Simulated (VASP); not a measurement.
Write the native input for VASP 6.6.1 that does the following.

```
Task                   : single point
Functional             : PBE
Potentials or basis    : VASP PAW PBE potentials, release 64 (Pt, Se)
Cutoff                 : 520 eV
k mesh                 : 4 × 4 × 4
Occupations            : gaussian, width 0.1 eV
Spin                   : no spin polarisation
Dipole correction      : no
Further INCAR settings : ALGO = Normal; EDIFF = 1e-06; NBANDS = 22
```

The structure of PtSe3 lies in POSCAR:

```
PtSe3
1.0
    4.2443044550      0.0000000000      0.0000000000
    0.0000000000      4.2443044550      0.0000000000
    0.0000000000      0.0000000000      4.2443044550
Pt Se
1 3
Direct
    0.0000000000      0.0000000000      0.0000000000
    0.0000000000      0.5000000000      0.5000000000
    0.5000000000      0.0000000000      0.5000000000
    0.5000000000      0.5000000000      0.0000000000
```

One way to write it, as run:

INCAR

```
ALGO = Normal
EDIFF = 1E-6
ENCUT = 520
GGA = PE
ISIF = 2
ISMEAR = 0
LASPH = True
LCHARG = True
LELF = True
LREAL = False
LVHAR = True
LWAVE = False
NBANDS = 22
NELM = 100
PREC = Accurate
SIGMA = 0.1
```

KPOINTS

```
k-points
0
Gamma
  4 4 4
```

Potentials or basis: VASP PAW PBE potentials, release 64 (Pt, Se).

Launch:

```bash
$ cat potpaw_PBE.64/Pt/POTCAR potpaw_PBE.64/Se/POTCAR > POTCAR
$ mpirun -np 1 vasp_std > vasp.out
```

Results of the run:

| Item | Value |
| --- | --- |
| Pressure | -0.2 GPa |
| Band gap on the k mesh | zero (bands 14 and 15 overlap by 2.81 eV) |

Caveat: the k points lie up to 0.37 Å⁻¹ apart, too coarse for converged energies and pressures of a metal; spin-orbit coupling is left out, which moves the levels of the heavy elements.

It took 21 s on 1 thread of Intel Xeon 8259CL (shared host), peak memory 0.18 GiB.
